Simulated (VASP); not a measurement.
Here is a VASP 6.6.1 calculation.

File INCAR:

```
SYSTEM = CdSe
ALGO = Normal
EDIFF = 1E-6
ENCUT = 520
GGA = PS
ISIF = 2
ISMEAR = 0
LASPH = .True.
LCHARG = .False.
LREAL = .False.
LWAVE = .False.
NBANDS = 26
NELM = 60
PREC = Accurate
SIGMA = 0.01
```

KPOINTS

```
k-points
0
Gamma
  6 6 4
  0 0 0
```

POSCAR

```
CdSe
1.0
    4.2794780878      0.0000000000      0.0000000000
   -2.1397390439      3.7061367389      0.0000000000
    0.0000000000      0.0000000000      6.9874352506
Cd Se
2 2
Direct
    0.3333333333      0.6666666667      0.0047329819
    0.6666666667      0.3333333333      0.5047329819
    0.3333333333      0.6666666667      0.3802670181
    0.6666666667      0.3333333333      0.8802670181
```

Potentials or basis: VASP PAW PBE potentials, release 64 (Cd, Se).

Run with:

```sh
$ cat potpaw_PBE.64/Cd/POTCAR potpaw_PBE.64/Se/POTCAR > POTCAR
$ mpirun -np 1 vasp_std > vasp.out
```

(1) What does it give for the band gap on the k mesh?

(2) Estimate the pressure.

## Answers

(1) 0.57 eV.

(2) 1.2 GPa.

Caveat: semilocal functionals underestimate gaps, and a narrow one can read as zero; the PAW data sets were made with another functional, which shifts forces and pressure a little.
